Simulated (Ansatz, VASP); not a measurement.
# One calculation of CaSe, two programs

```xyz
2
Lattice="2.9345 2.9345 0.0000 -2.9345 2.9345 0.0000 0.0000 2.9345 2.9345" Properties=species:S:1:pos:R:3 pbc="T T T"
Ca    0.0000    0.0000    0.0000
Se    0.0000    2.9345    0.0000
```

Alike in both runs: functional PBEsol; k mesh 12 × 12 × 12; occupations fermi-dirac, width 0.08 eV; no spin polarisation.

Ansatz relaxed the structure, and its values are those at the end. VASP's run is a single point on that final structure, the one shown.

|  | VASP | Ansatz |
| --- | --- | --- |
| version | VASP 6.6.1 | Ansatz 0.2.0 |
| potentials or method | VASP PAW PBE potentials, release 64 (Ca_sv, Se) | PAW with Ansatz's default frozen-core files, scalar-relativistic |
| plane-wave cutoff (eV) | 520 | 420 |
| valence electrons in the cell | 16 | 26 |

```tsv
	VASP	Ansatz	Ansatz less VASP
pressure (GPa)	0.2	0.0	-0.21
```

VASP's potentials were made for PBE, not for PBEsol. The functional is the same, so the differences come from potentials, cutoffs and numerics. VASP's potentials hold 16 valence electrons a cell and Ansatz's 26, so a difference there can come from the potentials and not from the codes.
